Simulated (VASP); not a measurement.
A run of VASP 6.6.1:

Contents of INCAR:

```
SYSTEM = Ga8Cu3Pb9Au4
PREC = Accurate
ENCUT = 520
EDIFF = 1E-6
ISMEAR = -1
SIGMA = 0.0896
LREAL = Auto
LASPH = .True.
NELM = 80
ALGO = Normal
ISIF = 2
LWAVE = .False.
LCHARG = .True.
GGA = PE
LELF = .True.
LVHAR = .True.
NBANDS = 172
ISYM = 0
```

The input KPOINTS:

```
Automatic mesh
0
Gamma
  1 1 1
  0.25 0.25 0.25
```

File POSCAR:

```
Ga8Cu3Pb9Au4
1.0
    7.8560030000      0.1156360000      0.1779950000
    0.1156360000      8.4436140000      0.0520540000
    0.1779950000      0.0520540000      8.4325890000
Pb Ga Au Cu
9 8 4 3
Direct
    0.3035693156      0.8512156269      0.5250561840
    0.2031184674      0.6453928211      0.1715782247
    0.8153111373      0.8838477624      0.2286729358
    0.2024289050      0.1275520249      0.7074935200
    0.5358563506      0.5093782382      0.0539534269
    0.6593559042      0.5452307267      0.6361456138
    0.6924349957      0.2712338264      0.2957285393
    0.5562933852      0.2424820386      0.7650655568
    0.0165326959      0.6494708868      0.4986312869
    0.9260792377      0.0975206774      0.4514723989
    0.9247496849      0.2650041209      0.0443028417
    0.1142350463      0.3371121638      0.3449750363
    0.1868488558      0.0293065001      0.2431469525
    0.7083197414      0.9031160004      0.6181817740
    0.9014496775      0.2659225778      0.7351858523
    0.8426992532      0.9634208037      0.9218742713
    0.8921915809      0.5405664728      0.1477868437
    0.9958035648      0.5398657454      0.8345812624
    0.5483753416      0.6857889154      0.3307945964
    0.5272194290      0.9085797953      0.8755979172
    0.3323615777      0.6201883136      0.7865353118
    0.5086728373      0.0202758934      0.2935084749
    0.1914231201      0.9152438371      0.9712590687
    0.2811667867      0.2103474042      0.0681544297
```

Potentials or basis: VASP PAW PBE potentials, release 64 (Pb_d, Ga_d, Au, Cu).

Run with:

```bash
$ cat potpaw_PBE.64/Pb_d/POTCAR potpaw_PBE.64/Ga_d/POTCAR potpaw_PBE.64/Au/POTCAR potpaw_PBE.64/Cu/POTCAR > POTCAR
$ mpirun -np 1 vasp_std > vasp.out
```

Hardware: 1 thread of Intel(R) Xeon(R) Platinum 8488C (Sapphire Rapids), on a shared host.

Problem. Estimate the wall time of this run.

Solution. Run time: 5.1 min on 1 thread of Intel(R) Xeon(R) Platinum 8488C (Sapphire Rapids), on a shared host, peak memory 0.57 GiB. Counts: scf iterations 19, k points 1.
